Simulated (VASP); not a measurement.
# Ni (Im-3m) in VASP: a series of runs, part 2 of 2

VASP 6.6.1. Earlier steps stand in the parts before.

## Step 5: Single point, r2SCAN

This run uses another cell than the first one, of 10.47 Å³/atom, 0.962 times its volume.

POSCAR

```
Ni
1.0
   -1.3779765466      1.3779765466      1.3779765466
    1.3779765466     -1.3779765466      1.3779765466
    1.3779765466      1.3779765466     -1.3779765466
Ni
1
Direct
    0.0000000000      0.0000000000      0.0000000000
```

INCAR.step1

```
  ALGO = Normal
  EDIFF = 1E-4
  ENCUT = 520
  GGA = PE
  ISMEAR = -1
  LASPH = True
  LCHARG = False
  LREAL = False
  LWAVE = True
  NBANDS = 11
  NELM = 100
  PREC = Accurate
  SIGMA = 0.1
```

INCAR.step2

```
  ALGO = Normal
  EDIFF = 1E-6
  ENCUT = 520
  ISIF = 2
  ISMEAR = -1
  ISTART = 1
  LASPH = True
  LCHARG = False
  LMIXTAU = True
  LREAL = False
  LWAVE = False
  METAGGA = R2SCAN
  NBANDS = 11
  NELM = 100
  PREC = Accurate
  SIGMA = 0.1
```

KPOINTS

```
k-points
0
Gamma
  26 26 26
```

Potentials or basis: VASP PAW PBE potentials, release 64 (Ni).

Launch:

```sh
> cat potpaw_PBE.64/Ni/POTCAR > POTCAR
> cp INCAR.step1 INCAR
> mpirun -np 1 vasp_std > vasp.out
> cp INCAR.step2 INCAR
> mpirun -np 1 vasp_std > vasp.out
```

OUTCAR:

```text
EDIFF = 1E-6
   ENCUT = 520
   ISIF = 2
   ISMEAR = -1
   ISTART = 1
   LASPH = True
   LREAL = False
   METAGGA = R2SCAN
   NELM = 100
   PREC = Accurate

 ion  position               nearest neighbor table
   1  0.000  0.000  0.000-

  LATTYP: Found a body centered cubic cell.
 ALAT       =     2.7559530932

  Lattice vectors:

 A1 = (  -1.3779765466,   1.3779765466,   1.3779765466)
 A2 = (   1.3779765466,  -1.3779765466,   1.3779765466)
 A3 = (   1.3779765466,   1.3779765466,  -1.3779765466)

Analysis of symmetry for initial positions (statically):
=====================================================================
 Subroutine PRICEL returns:
 Original cell was already a primitive cell.

 Routine SETGRP: Setting up the symmetry group for a
 body centered cubic supercell.

 Subroutine GETGRP returns: Found 48 space group operations
 (whereof 48 operations were pure point group operations)
 out of a pool of 48 trial point group operations.

The static configuration has the point symmetry O_h .

Analysis of symmetry for dynamics (positions and initial velocities):
=====================================================================
 Subroutine PRICEL returns:
 Original cell was already a primitive cell.

 Routine SETGRP: Setting up the symmetry group for a
 body centered cubic supercell.

 Subroutine GETGRP returns: Found 48 space group operations
 (whereof 48 operations were pure point group operations)
 out of a pool of 48 trial point group operations.

The dynamic configuration has the point symmetry O_h .

 Subroutine INISYM returns: Found 48 space group operations
 (whereof 48 operations are pure point group operations),
 and found     1 'primitive' translations

[... 107 lines left out ...]
   ISMEAR =    -1;   SIGMA  =   0.10  broadening in eV -4-tet -1-fermi 0-gaus
   EFERMI_NEDOS =   21; number of points for ismear=-14 and -15
   IALGO  =     38    algorithm
   IMIX   =      4    mixing-type and parameters
     AMIX     =   0.40;   BMIX     =  1.00
     AMIX_MAG =   1.60;   BMIX_MAG =  1.00
  volume/ion in A,a.u.               =      10.47        70.63
  Fermi-wavevector in a.u.,A,eV,Ry     =   1.612426  3.047042 35.374007  2.599916
  Thomas-Fermi vector in A             =   2.707658
   LORBIT       =      0    0 simple, 1 ext, 2 COOP (PROOUT), +10 PAW based schemes
   METAGGA = R2SCAN    functional components
   LHFCALC =     F    Hartree Fock is set to
   AEXX    =    0.0000 exact exchange contribution
   IVDW    =     0    specifies the selected vdW correction
   LEPSILON=     F    determine dielectric tensor
   LRPA    =     F    only Hartree local field effects (RPA)
 non-spin polarized calculation
  energy-cutoff  :      520.00
  volume of cell :       10.47
 maximum number of plane-waves:       321
 NGX is ok and might be reduce to    18
   NGX =  9   NGY =  9   NGZ =  9

 number of electron      10.0000010 magnetization

 Free energy of the ion-electron system (eV)
  ---------------------------------------------------
  ext. energy  EPLUGINS =         0.00000000
  ---------------------------------------------------
  free energy    TOTEN  =       -11.80642004 eV

  energy without entropy =      -11.74734856  energy(sigma->0) =      -11.77688430

 E-fermi :   9.5210     XC(G=0): -14.6162

 val. band max:        9.5138508136   @ k =  -0.3846   0.4231   0.2692
 cond. band min:       9.5269041330   @ k =   0.5000   0.5000   0.4231
 fundamental gap:      0.0130533195
 Fermi energy:         9.5210141422

 k-point     1 :       0.0000    0.0000    0.0000
  band No.  band energies     occupation
      1       0.0985      2.00000
      2       7.4953      2.00000
      3       7.4953      2.00000
      4       7.4953      2.00000
      5       8.8276      1.99805
      6       8.8276      1.99805
      7      37.5434      0.00000
      8      37.5434      0.00000
      9      37.5434      0.00000
     10      42.8518      0.00000
     11      42.8518      0.00000
[... 309 lines left out ...]
 k-point    24 :       0.3846    0.0385    0.0000
  band No.  band energies     occupation
      1       4.6538      2.00000
      2       6.5515      2.00000
      3       8.3218      1.99999
      4       8.8206      1.99819
      5       9.0704      1.97816
      6       9.8444      0.07579
      7      19.0342      0.00000
      8      29.9860      0.00000
      9      31.6413      0.00000
     10      35.4121      0.00000
     11      39.2660      0.00000

 [... further k-points ...]
[... 5 lines left out ...]
  --------------------------------------------------------------------------------------
  -------------------------------------------------------------------------------------
  Total        0.0349904      0.0349904      0.0349904     -0.0000000     -0.0000000      0.0000000
  in kB        5.3564136      5.3564136      5.3564136     -0.0000000     -0.0000000      0.0000000
  external PRESSURE =       5.3564136 kB  Pullay stress =       0.0000000 kB

 VOLUME and BASIS-vectors are now :
 -----------------------------------------------------------------------------
  energy-cutoff  :      520.00
  volume of cell :       10.47
      direct lattice vectors                 reciprocal lattice vectors
    -1.377976547  1.377976547  1.377976547     0.000000000  0.362850878  0.362850878
     1.377976547 -1.377976547  1.377976547     0.362850878  0.000000000  0.362850878
     1.377976547  1.377976547 -1.377976547     0.362850878  0.362850878  0.000000000

 POSITION                                       TOTAL-FORCE (eV/Angst)
 -----------------------------------------------------------------------------------
      0.00000      0.00000      0.00000        -0.000000     -0.000000      0.000000
 -----------------------------------------------------------------------------------
    total drift:                                0.000000     -0.000000      0.000000

  FREE ENERGIE OF THE ION-ELECTRON SYSTEM (eV)
  ---------------------------------------------------
  free  energy   TOTEN  =       -11.8064200380 eV

  energy  without entropy=      -11.7473485623  energy(sigma->0) =      -11.77688430
```

OSZICAR.step1:

```text
N       E                     dE             d eps       ncg     rms          rms(c)
DAV:   1     0.290124205425E+02    0.29012E+02   -0.49370E+03 11589   0.125E+03
DAV:   2    -0.541342732782E+01   -0.34426E+02   -0.32636E+02 11641   0.174E+02
DAV:   3    -0.636924713602E+01   -0.95582E+00   -0.94434E+00 12489   0.334E+01
DAV:   4    -0.637694393656E+01   -0.76968E-02   -0.76950E-02 12713   0.271E+00
DAV:   5    -0.637710006733E+01   -0.15613E-03   -0.15613E-03 12741   0.366E-01    0.987E+00
DAV:   6    -0.566319799387E+01    0.71390E+00   -0.12776E+01 13285   0.510E+01    0.530E+00
DAV:   7    -0.540196467221E+01    0.26123E+00   -0.20961E+00 13168   0.193E+01    0.192E+00
DAV:   8    -0.538336988101E+01    0.18595E-01   -0.32578E-02 15987   0.183E+00    0.476E-01
DAV:   9    -0.538193491394E+01    0.14350E-02   -0.10331E-03 15701   0.250E-01    0.668E-02
DAV:  10    -0.538195037043E+01   -0.15456E-04   -0.21023E-05  7085   0.320E-02
   1 F= -.53819504E+01 E0= -.53494410E+01  d E =-.650187E-01
```

It took 3.4 min on 1 thread of AMD EPYC 7R43 (Zen 3), shared host; peak memory 0.14 GiB.

What came out:

```
Free energy            : -11.8064 eV
Pressure               : 0.5 GPa
Band gap on the k mesh : zero (band 5 reaches 9.96 eV, above the bottom of band 6 at 8.76 eV)
```

Caveat: the PAW data sets were made with another functional, which shifts forces and pressure a little; the run has no spin polarisation, though such a crystal can be magnetic.

## Step 6: Relaxation of cell and atoms, r2SCAN

This run uses another cell than the first one, of 10.94 Å³/atom, 1.005 times its volume.

POSCAR

```
Ni
1.0
   -1.3984527048      1.3984527048      1.3984527048
    1.3984527048     -1.3984527048      1.3984527048
    1.3984527048      1.3984527048     -1.3984527048
Ni
1
Direct
    0.0000000000      0.0000000000      0.0000000000
```

INCAR.step1

```
PREC = Accurate ; ENCUT = 600
ISMEAR = -1 ; SIGMA = 0.1
LREAL = F ; LASPH = T
NELM = 80 ; GGA = PE
ALGO = Normal ; EDIFF = 1E-4
LWAVE = T ; LCHARG = F
```

INCAR.step2

```
PREC = Accurate ; ENCUT = 600
EDIFF = 1E-7 ; ISMEAR = -1
SIGMA = 0.1 ; LREAL = F
LASPH = T ; NELM = 80
ALGO = Normal ; ISIF = 3
LWAVE = F ; LCHARG = F
METAGGA = R2SCAN ; LMIXTAU = T
IBRION = 2 ; NSW = 80
EDIFFG = -0.01 ; ISTART = 1
```

KPOINTS

```
Automatic mesh
0
Gamma
  16 16 16
```

Potentials or basis: VASP PAW PBE potentials, release 64 (Ni).

Launch:

```sh
> cat potpaw_PBE.64/Ni/POTCAR > POTCAR
> cp INCAR.step1 INCAR
> mpirun -np 1 vasp_std > vasp.out
> cp INCAR.step2 INCAR
> mpirun -np 1 vasp_std > vasp.out
```

It took 4 min on 1 thread of AMD EPYC 7R43 (Zen 3), shared host; peak memory 0.11 GiB.

It converged, with:

```
Free energy                            : -11.8064 eV
Relaxed volume                         : 10.49 Å³/atom
Relaxed cell                           : a = 2.388 Å, b = 2.388 Å, c = 2.388 Å, α = 109.47°, β = 109.47°, γ = 109.47°
Space group after relaxing (to 0.05 Å) : Im-3m (No. 229)
Energy gained by relaxing              : 12.7 meV/atom
Ionic steps                            : 3
Pressure after relaxing                : 0.0 GPa
Band gap on the k mesh                 : zero (band 5 reaches 9.92 eV, above the bottom of band 6 at 8.73 eV)
```

The path:
```tsv
step	energy change (eV)	largest force (eV/Å)	pressure (GPa)	volume (Å³)
1	0.0000	0.0000	-8.50	10.94
2	0.0010	0.0000	10.49	10.05
3	-0.0127	0.0000	-0.04	10.49
```

Final structure:
```yaml
crystal:
  lattice:
    - [-1.37883, 1.37883, 1.37883]
    - [1.37883, -1.37883, 1.37883]
    - [1.37883, 1.37883, -1.37883]
  atoms:
    - { symbol: Ni, position: [0.00000, 0.00000, 0.00000] }
```

Levels at points of the mesh, in eV from the Fermi level:
```csv
k point,band 3,band 4,band 5,band 6,band 7,band 8
"(0.00, 0.00, 0.00)",-2.02,-2.02,-0.69,-0.69,28.00,28.00
"(0.50, 0.00, 0.00)",-0.71,-0.52,0.28,0.44,7.31,20.36
"(0.50, 0.50, 0.50)",0.19,0.19,0.19,10.63,10.63,10.63
```

Caveat: the PAW data sets were made with another functional, which shifts forces and pressure a little; the run has no spin polarisation, though such a crystal can be magnetic.

## Step 7: Summary

```csv
task,cell,k mesh,cutoff (eV),gap on the mesh (eV),pressure (GPa)
single point,"a = 2.418 Å, angles 109.5°, 1 atom",18 × 18 × 18,520,none,-7.5
single point,"a = 2.449 Å, angles 109.5°, 1 atom",18 × 18 × 18,520,none,-13.8
single point,"a = 2.479 Å, angles 109.5°, 1 atom",18 × 18 × 18,520,none,-18.8
single point,"a = 2.387 Å, angles 109.5°, 1 atom",26 × 26 × 26,520,none,0.5
relaxation of cell and atoms,"relaxed from a = 2.422 Å, angles 109.5°, 1 atom",16 × 16 × 16,600,none,0.0
```

Alike in all rows: level r2SCAN; potentials or basis VASP PAW PBE potentials, release 64 (Ni); no spin polarisation; smearing fermi-dirac 0.1 eV.

Caveats: the PAW data sets were made with another functional, which shifts forces and pressure a little; the run has no spin polarisation, though such a crystal can be magnetic.

Total energies depend on the potentials used, so only differences within one code and one set of settings carry meaning.
